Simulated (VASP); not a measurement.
# BaZrO3 (Pm-3m) in VASP: further runs

Aim: see how the results for BaZrO3 move with the level of theory and the settings. Levels: PBE, PBE+D3(BJ), PBE+D4. Tasks: single point.

Program: VASP 6.6.1. These are calculated values, not measurements. Logs are shortened: lines on timing, memory, paths and dates and some standing lists are left out, and cuts for length are marked.

## (1) The cell of the first run

The structure is cubic, space group Pm-3m (No. 221). The conventional cell has a = 4.191 Å, b = 4.191 Å, c = 4.191 Å, α = 90.00°, β = 90.00°, γ = 90.00°. Ba (site symmetry m-3m) has 12 O at 2.96 Å and 8 Zr at 3.63 Å within 3.9 Å. Within 2.8 Å of Zr (site symmetry m-3m) lie 6 O at 2.10 Å. O (site symmetry 4/mmm) has 2 Zr at 2.10 Å within 2.8 Å.

## (2) Single point, PBE

INCAR

```
SYSTEM = BaZrO3
  PREC = Accurate
  ENCUT = 520
  EDIFF = 1E-7
  ISMEAR = 0
  SIGMA = 0.014
  LREAL = .FALSE.
  LASPH = .TRUE.
  NELM = 60
  ALGO = Normal
  ISIF = 2
  LWAVE = .FALSE.
  LCHARG = .TRUE.
  GGA = PE
  LELF = .TRUE.
  LVHAR = .TRUE.
  NBANDS = 28
```

KPOINTS

```
Automatic mesh
0
G
  6 6 6
  0 0 0
```

POSCAR

```
BaZrO3
1.0
    4.1913400000      0.0000000000      0.0000000000
    0.0000000000      4.1913400000      0.0000000000
    0.0000000000      0.0000000000      4.1913400000
Ba Zr O
1 1 3
Direct
    0.0000000000      0.0000000000      0.0000000000
    0.5000000000      0.5000000000      0.5000000000
    0.5000000000      0.5000000000      0.0000000000
    0.5000000000      0.0000000000      0.5000000000
    0.0000000000      0.5000000000      0.5000000000
```

Potentials or basis: VASP PAW PBE potentials, release 64 (Ba_sv, Zr_sv, O).

On the command line:

```
cat potpaw_PBE.64/Ba_sv/POTCAR potpaw_PBE.64/Zr_sv/POTCAR potpaw_PBE.64/O/POTCAR > POTCAR
mpirun -np 1 vasp_std > vasp.out
```

OUTCAR:

```text
SYSTEM = BaZrO3
   PREC = Accurate
   ENCUT = 520
   EDIFF = 1E-7
   ISMEAR = 0
   LREAL = .FALSE.
   LASPH = .TRUE.
   NELM = 60
   ISIF = 2
   GGA = PE

 ion  position               nearest neighbor table
   1  0.000  0.000  0.000-   3 2.96   4 2.96   5 2.96   4 2.96   5 2.96   3 2.96   5 2.96   5 2.96
                             3 2.96   4 2.96   4 2.96   3 2.96   2 3.63   2 3.63   2 3.63   2 3.63
   2  0.500  0.500  0.500-   3 2.10   4 2.10   5 2.10   3 2.10   4 2.10   5 2.10   1 3.63   1 3.63
                             1 3.63   1 3.63   1 3.63   1 3.63   1 3.63   1 3.63
   3  0.500  0.500  0.000-   2 2.10   2 2.10   1 2.96   1 2.96   1 2.96   1 2.96
   4  0.500  0.000  0.500-   2 2.10   2 2.10   1 2.96   1 2.96   1 2.96   1 2.96
   5  0.000  0.500  0.500-   2 2.10   2 2.10   1 2.96   1 2.96   1 2.96   1 2.96

  LATTYP: Found a simple cubic cell.
 ALAT       =     4.1913400000

  Lattice vectors:

 A1 = (   4.1913400000,   0.0000000000,   0.0000000000)
 A2 = (   0.0000000000,   4.1913400000,   0.0000000000)
 A3 = (   0.0000000000,   0.0000000000,   4.1913400000)

Analysis of symmetry for initial positions (statically):
=====================================================================
 Subroutine PRICEL returns:
 Original cell was already a primitive cell.

 Routine SETGRP: Setting up the symmetry group for a
 simple cubic supercell.

 Subroutine GETGRP returns: Found 48 space group operations
 (whereof 48 operations were pure point group operations)
 out of a pool of 48 trial point group operations.

The static configuration has the point symmetry O_h .

Analysis of symmetry for dynamics (positions and initial velocities):
=====================================================================
 Subroutine PRICEL returns:
 Original cell was already a primitive cell.

 Routine SETGRP: Setting up the symmetry group for a
 simple cubic supercell.

 Subroutine GETGRP returns: Found 48 space group operations
 (whereof 48 operations were pure point group operations)
 out of a pool of 48 trial point group operations.

The dynamic configuration has the point symmetry O_h .

 Subroutine INISYM returns: Found 48 space group operations
 (whereof 48 operations are pure point group operations),
 and found     1 'primitive' translations

----------------------------------------------------------------------------------------

                                     Primitive cell

  volume of cell :      73.6307

  direct lattice vectors                    reciprocal lattice vectors
     4.191340000  0.000000000  0.000000000     0.238587182  0.000000000  0.000000000
     0.000000000  4.191340000  0.000000000     0.000000000  0.238587182  0.000000000
     0.000000000  0.000000000  4.191340000     0.000000000  0.000000000  0.238587182

  length of vectors
     4.191340000  4.191340000  4.191340000     0.238587182  0.238587182  0.238587182

  position of ions in fractional coordinates (direct lattice)
     0.000000000  0.000000000  0.000000000
     0.500000000  0.500000000  0.500000000
     0.500000000  0.500000000  0.000000000
     0.500000000  0.000000000  0.500000000
     0.000000000  0.500000000  0.500000000

  ion indices of the primitive-cell ions
   primitive index   ion index
                 1           1
                 2           2
                 3           3
                 4           4
                 5           5

----------------------------------------------------------------------------------------

 KPOINTS: Automatic mesh

Automatic generation of k-mesh.
 Grid dimensions read from file:
 generate k-points for:    6    6    6

 Generating k-lattice:

  Cartesian coordinates                     Fractional coordinates (reciprocal lattice)
     0.039764530  0.000000000  0.000000000     0.166666667  0.000000000  0.000000000
     0.000000000  0.039764530  0.000000000     0.000000000  0.166666667  0.000000000
     0.000000000  0.000000000  0.039764530     0.000000000  0.000000000  0.166666667

  Length of vectors
     0.039764530  0.039764530  0.039764530

  Shift w.r.t. Gamma in fractional coordinates (k-lattice)
     0.000000000  0.000000000  0.000000000

 Subroutine IBZKPT returns following result:
 ===========================================

 Found     20 irreducible k-points:

 Following reciprocal coordinates:
            Coordinates               Weight
  0.000000  0.000000  0.000000      1.000000
  0.166667  0.000000  0.000000      6.000000
  0.333333  0.000000  0.000000      6.000000
  0.500000  0.000000  0.000000      3.000000
  0.166667  0.166667  0.000000     12.000000
  0.333333  0.166667  0.000000     24.000000
[... 12 lines left out ...]
  0.500000  0.500000  0.333333      6.000000
  0.500000  0.500000  0.500000      1.000000
   k-points           NKPTS =     20   k-points in BZ     NKDIM =     20   number of bands    NBANDS=     28
   number of dos      NEDOS =    301   number of ions     NIONS =      5
   total plane-waves  NPLWV =  32768
   dimension x,y,z NGX =    32 NGY =   32 NGZ =   32
   dimension x,y,z NGXF=    64 NGYF=   64 NGZF=   64
   ions per type =               1   1   3
   NGX,Y,Z   is equivalent  to a cutoff of  12.69, 12.69, 12.69 a.u.
   NGXF,Y,Z  is equivalent  to a cutoff of  25.39, 25.39, 25.39 a.u.
 SYSTEM =  BaZrO3
   PREC   = accura    normal or accurate (medium, high low for compatibility)
   ISTART =      0    job   : 0-new  1-cont  2-samecut
   ICHARG =      2    charge: 1-file 2-atom 10-const
   ISPIN  =      1    spin polarized calculation?
   LNONCOLLINEAR =      F non collinear calculations
   LSORBIT =      F    spin-orbit coupling
   LASPH  =      T    aspherical Exc in radial PAW
   ENCUT  =  520.0 eV  38.22 Ry    6.18 a.u.   7.79  7.79  7.79*2*pi/ulx,y,z
   NELM   =     60;   NELMIN=  2; NELMDL= -5     # of ELM steps
   EDIFF  = 0.1E-06   stopping-criterion for ELM
   LREAL  =      F    real-space projection
   EDIFFG = 0.1E-05   stopping-criterion for IOM
   NSW    =      0    number of steps for IOM
   IBRION =     -1    ionic relax: 0-MD 1-quasi-New 2-CG
   NFREE  =      0    steps in history (QN), initial steepest desc. (CG)
   ISIF   =      2    stress and relaxation
   ISYM   =      2    0-nonsym 1-usesym 2-fastsym
   POTIM  = 0.5000    time-step for ionic-motion
   TEBEG  =    0.0;   TEEND  =   0.0 temperature during run
   PSTRESS=    0.0 pullay stress
   NELECT =      40.0000    total number of electrons
   NUPDOWN=      -1.0000    fix difference up-down
   EMIN   =  10.00;   EMAX   =-10.00  energy-range for DOS
   EFERMI =   0.00;   METHOD = LEGACY
   ISMEAR =     0;   SIGMA  =   0.01  broadening in eV -4-tet -1-fermi 0-gaus
   EFERMI_NEDOS =   21; number of points for ismear=-14 and -15
   IALGO  =     38    algorithm
   IMIX   =      4    mixing-type and parameters
     AMIX     =   0.40;   BMIX     =  1.00
     AMIX_MAG =   1.60;   BMIX_MAG =  1.00
  volume/ion in A,a.u.               =      14.73        99.38
  Fermi-wavevector in a.u.,A,eV,Ry     =   1.335802  2.524299 24.277770  1.784366
  Thomas-Fermi vector in A             =   2.464478
   LORBIT       =      0    0 simple, 1 ext, 2 COOP (PROOUT), +10 PAW based schemes
   GGA     = PE    functional components
   LHFCALC =     F    Hartree Fock is set to
   AEXX    =    0.0000 exact exchange contribution
   IVDW    =     0    specifies the selected vdW correction
   LEPSILON=     F    determine dielectric tensor
   LRPA    =     F    only Hartree local field effects (RPA)
 non-spin polarized calculation
 Gauss-broadening in eV      SIGMA  =   0.01
  energy-cutoff  :      520.00
  volume of cell :       73.63
 maximum number of plane-waves:      2008
 NGX is ok and might be reduce to    32
   NGX = 15   NGY = 15   NGZ = 15

 number of electron      40.0000000 magnetization

 Free energy of the ion-electron system (eV)
  ---------------------------------------------------
  ext. energy  EPLUGINS =         0.00000000
  ---------------------------------------------------
  free energy    TOTEN  =       -41.68614465 eV

  energy without entropy =      -41.68614465  energy(sigma->0) =      -41.68614465

 E-fermi :   3.9577     XC(G=0): -10.7713

 val. band max:        3.7892290041   @ k =   0.5000   0.5000   0.5000
 cond. band min:       6.9786319038   @ k =   0.0000   0.0000   0.0000
 fundamental gap:      3.1894028997
 Fermi energy:         3.9576959208

 k-point     1 :       0.0000    0.0000    0.0000
  band No.  band energies     occupation
      1     -43.2297      2.00000
      2     -21.5265      2.00000
      3     -21.3909      2.00000
      4     -21.3909      2.00000
      5     -21.3909      2.00000
      6     -12.5826      2.00000
[... 20 lines left out ...]
     27      11.2367      0.00000
     28      11.2367      0.00000

 k-point     2 :       0.1667    0.0000    0.0000
  band No.  band energies     occupation
      1     -43.2289      2.00000
      2     -21.6044      2.00000
      3     -21.3892      2.00000
      4     -21.3892      2.00000
      5     -21.3617      2.00000
      6     -12.5893      2.00000
[... 20 lines left out ...]
     27      11.2377      0.00000
     28      11.9786      0.00000

 k-point     3 :       0.3333    0.0000    0.0000
  band No.  band energies     occupation
      1     -43.2272      2.00000
      2     -21.7350      2.00000
      3     -21.3857      2.00000
      4     -21.3857      2.00000
      5     -21.3233      2.00000
      6     -12.6941      2.00000
[... 20 lines left out ...]
     27      11.3894      0.00000
     28      11.6402      0.00000

 k-point     4 :       0.5000    0.0000    0.0000
  band No.  band energies     occupation
      1     -43.2264      2.00000
      2     -21.7952      2.00000
      3     -21.3840      2.00000
      4     -21.3840      2.00000
      5     -21.3068      2.00000
      6     -12.7538      2.00000
[... 454 lines left out ...]
     27      12.0472      0.00000
     28      12.7320      0.00000

 k-point    19 :       0.5000    0.5000    0.3333
  band No.  band energies     occupation
      1     -43.2205      2.00000
      2     -21.6272      2.00000
      3     -21.6272      2.00000
      4     -21.5656      2.00000
      5     -21.4059      2.00000
      6     -11.6495      2.00000
[... 20 lines left out ...]
     27      12.3071      0.00000
     28      13.0553      0.00000

 k-point    20 :       0.5000    0.5000    0.5000
  band No.  band energies     occupation
      1     -43.2197      2.00000
      2     -21.6248      2.00000
      3     -21.6248      2.00000
      4     -21.6248      2.00000
      5     -21.3969      2.00000
      6     -11.3657      2.00000
[... 20 lines left out ...]
     27      12.9334      0.00000
     28      12.9334      0.00000

------------------------ aborting loop because EDIFF is reached ----------------------------------------

  FORCE on cell =-STRESS in cart. coord.  units (eV):
  Direction    XX          YY          ZZ          XY          YZ          ZX
  --------------------------------------------------------------------------------------
  -------------------------------------------------------------------------------------
  Total        2.3429049      2.3429049      2.3429049      0.0000000     -0.0000000     -0.0000000
  in kB       50.9807900     50.9807900     50.9807900      0.0000000     -0.0000000     -0.0000000
  external PRESSURE =      50.9807900 kB  Pullay stress =       0.0000000 kB

 VOLUME and BASIS-vectors are now :
 -----------------------------------------------------------------------------
  energy-cutoff  :      520.00
  volume of cell :       73.63
      direct lattice vectors                 reciprocal lattice vectors
     4.191340000  0.000000000  0.000000000     0.238587182  0.000000000  0.000000000
     0.000000000  4.191340000  0.000000000     0.000000000  0.238587182  0.000000000
     0.000000000  0.000000000  4.191340000     0.000000000  0.000000000  0.238587182

 POSITION                                       TOTAL-FORCE (eV/Angst)
 -----------------------------------------------------------------------------------
      0.00000      0.00000      0.00000         0.000000      0.000000      0.000000
      2.09567      2.09567      2.09567         0.000000      0.000000      0.000000
      2.09567      2.09567      0.00000         0.000000      0.000000      0.000000
      2.09567      0.00000      2.09567         0.000000      0.000000      0.000000
      0.00000      2.09567      2.09567         0.000000      0.000000      0.000000
 -----------------------------------------------------------------------------------
    total drift:                                0.000000     -0.000000     -0.000000

  FREE ENERGIE OF THE ION-ELECTRON SYSTEM (eV)
  ---------------------------------------------------
  free  energy   TOTEN  =       -41.6861446487 eV

  energy  without entropy=      -41.6861446487  energy(sigma->0) =      -41.68614465
```

It took 60 s on 1 thread of Intel Xeon 8259CL, shared host; peak memory 0.2 GiB.

What came out:

| Item | Value |
| --- | --- |
| Free energy | -41.6861 eV |
| Pressure | 5.1 GPa |
| Band gap on the k mesh | 3.19 eV (least direct gap 3.41 eV) |

Caveat: the cell stands under pressure; spin-orbit coupling is left out, which moves the levels of the heavy elements. A k mesh can miss the band edges.

## (3) Single point, PBE+D3(BJ)

This run uses another cell than the first one, of 14.85 Å³/atom.

INCAR

```
PREC     = Accurate       # precision mode
ENCUT    = 520            # plane-wave cutoff, eV
EDIFF    = 1E-7           # SCF threshold, eV
ISMEAR   = -1             # smearing method
SIGMA    = 0.05           # smearing width, eV
LREAL    = False          # projectors in reciprocal space
LASPH    = True           # aspherical terms in the spheres
NELM     = 60             # most SCF steps
ALGO     = Normal         # electronic algorithm
ISIF     = 2              # what is computed and relaxed
LWAVE    = False          # write WAVECAR
LCHARG   = True           # write CHGCAR
GGA      = PE             # functional
IVDW     = 12             # dispersion correction
LELF     = True           # ELF
LVHAR    = True         
NBANDS   = 28             # bands
```

KPOINTS

```
regular mesh
0
Gamma
  6 6 6
```

POSCAR, as its differences from that of step 2:

```diff
@@ -2,5 +2,5 @@
 1.0
-    4.1913400000      0.0000000000      0.0000000000
-    0.0000000000      4.1913400000      0.0000000000
-    0.0000000000      0.0000000000      4.1913400000
+    4.2026025778      0.0000000000      0.0000000000
+    0.0000000000      4.2026025778      0.0000000000
+    0.0000000000      0.0000000000      4.2026025778
 Ba Zr O
```

Potentials or basis: VASP PAW PBE potentials, release 64 (Ba_sv, Zr_sv, O).

On the command line:

```
cat potpaw_PBE.64/Ba_sv/POTCAR potpaw_PBE.64/Zr_sv/POTCAR potpaw_PBE.64/O/POTCAR > POTCAR
mpirun -np 1 vasp_std > vasp.out
```

Wall time 54 s (1 thread of Intel Xeon 8259CL, shared host); peak memory 0.21 GiB.

It converged, with:

| Item | Value |
| --- | --- |
| Free energy | -42.9223 eV |
| Pressure | 1.1 GPa |
| Band gap on the k mesh | 3.17 eV (least direct gap 3.40 eV) |
| Dispersion energy per atom | -0.244 eV |

Levels at points of the mesh, in eV from the valence-band top:
```tsv
k point	band 16	band 17	band 18	band 19	band 20	band 21	band 22	band 23	band 24	band 25
(0.00, 0.00, 0.00)	-0.97	-0.97	-0.23	-0.23	-0.23	3.17	3.17	3.17	4.64	4.64
(0.50, 0.00, 0.00)	-1.72	-1.72	-1.66	-0.46	-0.46	3.61	5.66	5.66	6.40	6.64
(0.50, 0.50, 0.00)	-2.38	-0.93	-0.93	-0.81	-0.08	5.63	5.63	6.41	6.45	7.63
(0.50, 0.50, 0.50)	-2.53	-2.53	0.00	0.00	0.00	5.95	5.95	5.95	6.93	6.93
```

Caveat: spin-orbit coupling is left out, which moves the levels of the heavy elements. A k mesh can miss the band edges.

## (4) Single point, PBE+D4

This run uses another cell than the first one, of 14.89 Å³/atom.

INCAR

```
SYSTEM = BaZrO3
PREC = Accurate ; ENCUT = 520
EDIFF = 1E-6 ; ISMEAR = -1
SIGMA = 0.05 ; LREAL = .False.
LASPH = .True. ; NELM = 60
ALGO = Normal ; ISIF = 2
LWAVE = .False. ; LCHARG = .False.
GGA = PE ; IVDW = 13
NBANDS = 28
```

KPOINTS

```
Automatic mesh
0
Gamma
  6 6 6
  0 0 0
```

POSCAR, as its differences from that of step 3:

```diff
@@ -2,5 +2,5 @@
 1.0
-    4.2026025778      0.0000000000      0.0000000000
-    0.0000000000      4.2026025778      0.0000000000
-    0.0000000000      0.0000000000      4.2026025778
+    4.2066331947      0.0000000000      0.0000000000
+    0.0000000000      4.2066331947      0.0000000000
+    0.0000000000      0.0000000000      4.2066331947
 Ba Zr O
```

On the command line:

```
cat potpaw_PBE.64/Ba_sv/POTCAR potpaw_PBE.64/Zr_sv/POTCAR potpaw_PBE.64/O/POTCAR > POTCAR
mpirun -np 1 vasp_std > vasp.out
```

Wall time 52 s (1 thread of Intel Xeon 8259CL, shared host); peak memory 0.2 GiB.

It converged, with:

```yaml
Free_energy: -42.6979 eV
Pressure: 1.0 GPa
Band_gap_on_the_k_mesh: 3.17 eV (least direct gap 3.40 eV)
Dispersion_energy_per_atom: -0.198 eV
```

Levels at points of the mesh, in eV from the valence-band top:
| k point | band 18 | band 19 | band 20 | band 21 | band 22 | band 23 |
| --- | --- | --- | --- | --- | --- | --- |
| (0.00, 0.00, 0.00) | -0.24 | -0.24 | -0.24 | 3.16 | 3.16 | 3.16 |
| (0.50, 0.00, 0.00) | -1.65 | -0.47 | -0.47 | 3.60 | 5.64 | 5.64 |
| (0.50, 0.50, 0.00) | -0.93 | -0.82 | -0.08 | 5.61 | 5.61 | 6.39 |
| (0.50, 0.50, 0.50) | 0.00 | 0.00 | 0.00 | 5.94 | 5.94 | 5.94 |

Caveat: spin-orbit coupling is left out, which moves the levels of the heavy elements.

## (5) The runs side by side

```tsv
level	cell	smearing	gap on the mesh (eV)	pressure (GPa)
PBE	a = 4.191 Å, 5 atoms	gaussian 0.014 eV	3.19	5.1
PBE+D3(BJ)	a = 4.203 Å, 5 atoms	fermi-dirac 0.05 eV	3.17	1.1
PBE+D4	a = 4.207 Å, 5 atoms	fermi-dirac 0.05 eV	3.17	1.0
```

Alike in all rows: task single point; potentials or basis VASP PAW PBE potentials, release 64 (Ba_sv, Zr_sv, O); no spin polarisation; k mesh 6 × 6 × 6; cutoff (eV) 520.

Caveats: spin-orbit coupling is left out, which moves the levels of the heavy elements; the cell stands under pressure (at least some runs).

Absolute energies hang on the potentials; compare differences alone.
